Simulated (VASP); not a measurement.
Crystal: NaI.

```
I Na
1.0
     0.00000    3.19266    3.19266
     3.19266    0.00000    3.19266
     3.19266    3.19266    0.00000
I Na
1 1
Cartesian
  3.1927 3.1927 3.1927
  0.0000 0.0000 0.0000
```

Base run:

| Property | Result |
| --- | --- |
| Program | VASP 6.6.1 |
| Functional | r2SCAN |
| Potentials or basis | VASP PAW PBE potentials, release 64 (I, Na_pv) |
| Cutoff | 520 eV |
| k mesh | 7 × 7 × 7 |
| Occupations | fermi-dirac, width 0.05 eV |
| Spin | no spin polarisation |

Its results: band gap on the k mesh 4.57 eV, direct; pressure 0.6 GPa.

Question: After a change of settings the same cell gave: band gap on the k mesh 3.75 eV, direct; pressure 1.2 GPa. Which change was it?
A. functional from r2SCAN to PBE0; k mesh from 7 × 7 × 7 to 4 × 4 × 4
B. functional from r2SCAN to PBEsol; further incar settings from ALGO = Normal; EDIFF = 1e-06; NBANDS = 14 to ALGO = Normal; EDIFF = 1e-07; NBANDS = 14
C. functional from r2SCAN to PBE

Answer: C.

r2SCAN gives the wider gap, since meta-GGAs in the generalised Kohn-Sham scheme recover part of the derivative discontinuity.

Caveats: spin-orbit coupling is left out, which moves the levels of the heavy elements; the PAW data sets were made with another functional, which shifts forces and pressure a little (some runs).
